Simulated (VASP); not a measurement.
Wanted: the native input for a VASP 6.6.1 run.

```yaml
Task: relaxation of the atoms
Functional: PBE
Potentials_or_basis: VASP PAW PBE potentials, release 64 (Si, Co)
Cutoff: 520 eV
k_mesh: 2 × 2 × 2
Occupations: gaussian, width 0.05 eV
Spin: collinear spin, ferromagnetic start
Starting_moments: "[0.0, 0.0, 0.0, 0.0, 0.0, 0.0, 0.0, 0.0, 0.0, 0.0, 0.0, 0.0, 0.0, 0.0, 0.0, 0.0, 1.0] μB"
Dipole_correction: no
Further_INCAR_settings: LREAL = Auto; ALGO = Normal; EDIFF = 1e-06; IBRION = 2; EDIFFG = -0.03; NSW = 80
```

The structure of CoSi16 (a cell with a defect) lies in POSCAR:

```
CoSi16
1.0
    0.0000000000      5.4300000000      5.4300000000
    5.4300000000      0.0000000000      5.4300000000
    5.4300000000      5.4300000000      0.0000000000
Si Co
16 1
Direct
    0.0000000000      0.0000000000      0.0000000000
    0.1250000000      0.1250000000      0.1250000000
    0.0000000000      0.0000000000      0.5000000000
    0.1250000000      0.1250000000      0.6250000000
    0.0000000000      0.5000000000      0.0000000000
    0.1250000000      0.6250000000      0.1250000000
    0.0000000000      0.5000000000      0.5000000000
    0.1250000000      0.6250000000      0.6250000000
    0.5000000000      0.0000000000      0.0000000000
    0.6250000000      0.1250000000      0.1250000000
    0.5000000000      0.0000000000      0.5000000000
    0.6250000000      0.1250000000      0.6250000000
    0.5000000000      0.5000000000      0.0000000000
    0.6250000000      0.6250000000      0.1250000000
    0.5000000000      0.5000000000      0.5000000000
    0.6250000000      0.6250000000      0.6250000000
    0.2580428000      0.2626514000      0.7364582000
```

The input as run:

INCAR

```
PREC     = Accurate       # precision mode
ENCUT    = 520            # plane-wave cutoff, eV
EDIFF    = 1E-6           # SCF threshold, eV
ISMEAR   = 0              # smearing method
SIGMA    = 0.05           # smearing width, eV
LREAL    = Auto         
LASPH    = True           # aspherical terms in the spheres
NELM     = 150            # most SCF steps
ALGO     = Normal         # electronic algorithm
ISIF     = 2              # what is computed and relaxed
LWAVE    = False          # write WAVECAR
LCHARG   = False          # write CHGCAR
ISPIN    = 2              # spin polarisation
MAGMOM   = 0 0 0 0 0 0 0 0 0 0 0 0 0 0 0 0 1 # initial moments
LORBIT   = 11             # projections on sites
LMAXMIX  = 4              # l up to which the mixer works
GGA      = PE             # functional
IBRION   = 2              # ionic algorithm
NSW      = 80             # ionic steps
EDIFFG   = -0.03          # ionic threshold
KPAR     = 2
```

KPOINTS

```
Automatic mesh
0
Gamma
  2 2 2
```

Potentials or basis: VASP PAW PBE potentials, release 64 (Si, Co).

The run is started by

```console
$ cat potpaw_PBE.64/Si/POTCAR potpaw_PBE.64/Co/POTCAR > POTCAR
$ mpirun -np 4 vasp_std > vasp.out
```

It gave:

```
Energy gained by relaxing                             : 3.1 meV/atom
Ionic steps                                           : 8
Pressure after relaxing                               : 2.2 GPa
Largest force after relaxing                          : 0.022 eV/Å
Net moment                                            : 1.25 μB per cell
Site moments                                          : Si +0.01, +0.03, -0.00, +0.00 (each value once); Co +0.92 μB
Valence electrons inside the program's atomic spheres : Si 1.68, 1.70, 1.69, 1.71 (each value once); Co 8.31
```

Caveat: the k points lie up to 0.50 Å⁻¹ apart.

Wall time 7.4 min on 4 MPI ranks on Intel(R) Xeon(R) 6975P-C (Granite Rapids) (shared host), peak memory 0.46 GiB a rank.
